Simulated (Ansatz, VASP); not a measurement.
Ti in VASP and in Ansatz

POSCAR

```
Ti
1.0
    0.0000000000      2.0300000000      2.0097000000
    2.0300000000      0.0000000000      2.0097000000
    2.0300000000      2.0300000000      0.0000000000
Ti
1
Direct
    0.0000000000      0.0000000000      0.0000000000
```

File INCAR.step1:

```
SYSTEM = Ti
PREC     = Accurate       ! precision mode
ENCUT    = 520            ! plane-wave cutoff, eV
ISMEAR   = 0              ! smearing method
SIGMA    = 0.15           ! smearing width, eV
LREAL    = .FALSE.        ! projectors in reciprocal space
LASPH    = .TRUE.         ! aspherical terms in the spheres
NELM     = 80             ! most SCF steps
NBANDS   = 12             ! bands
GGA      = PE             ! functional
ALGO     = Normal         ! electronic algorithm
EDIFF    = 1E-4           ! SCF threshold, eV
LWAVE    = .TRUE.         ! write WAVECAR
LCHARG   = .FALSE.        ! write CHGCAR
```

File INCAR.step2:

```
SYSTEM = Ti
PREC     = Accurate       ! precision mode
ENCUT    = 520            ! plane-wave cutoff, eV
EDIFF    = 1E-6           ! SCF threshold, eV
ISMEAR   = 0              ! smearing method
SIGMA    = 0.15           ! smearing width, eV
LREAL    = .FALSE.        ! projectors in reciprocal space
LASPH    = .TRUE.         ! aspherical terms in the spheres
NELM     = 80             ! most SCF steps
ALGO     = Normal         ! electronic algorithm
ISIF     = 2              ! what is computed and relaxed
LWAVE    = .FALSE.        ! write WAVECAR
LCHARG   = .TRUE.         ! write CHGCAR
METAGGA  = R2SCAN         ! meta-GGA
LMIXTAU  = .TRUE.       
LELF     = .TRUE.         ! ELF
LVHAR    = .TRUE.       
NBANDS   = 12             ! bands
ISTART   = 1
```

The input KPOINTS:

```
Automatic mesh
0
G
  20 20 20
  0 0 0
```

Input for Ansatz:

```yaml
crystal:
  lattice:
    - [0.0, 2.03, 2.0097]
    - [2.03, 0.0, 2.0097]
    - [2.03, 2.03, 0.0]
  atoms:
    - { symbol: Ti, position: [0.0, 0.0, 0.0] }
basis:
  ecutwfc: 500
kpoints:
  mp_grid: { grid: [20, 20, 20] }
hamiltonian:
  xc: r2scan
scf:
  occupations: { method: gaussian, width: 0.15 }
output:
  forces: true
  stress: true
  eigenvalues: true
```

Change from the starting cell: strain -0.0100 x Voigt [0, 0, 1, 0, 0, 0], atoms carried along.

Alike in both runs: task single point; functional r2SCAN; k mesh 20 × 20 × 20; occupations gaussian, width 0.15 eV; no spin polarisation.

|  | VASP | Ansatz |
| --- | --- | --- |
| version | VASP 6.6.1 | Ansatz 0.2.0 |
| potentials or method | VASP PAW PBE potentials, release 64 (Ti_sv), cutoff 520 eV | scalar-relativistic, plane waves, PAW |
| valence electrons in the cell | 12 | 12 |

Ansatz gave:

| Property | Result |
| --- | --- |
| gap on the k mesh at the Fermi level (eV) | none |
| pressure (GPa) | 5.7 |
| traceless stress, the component that is largest in VASP (GPa) | 0.23 |

Q: Estimate VASP's values.

A: gap on the k mesh at the Fermi level (eV): none; pressure (GPa): 6.1; traceless stress, the component that is largest in VASP (GPa): 0.23.

VASP's potentials were made for PBE, not for r2SCAN. A gap of «none» marks a metal or a gap that the smearing closes.
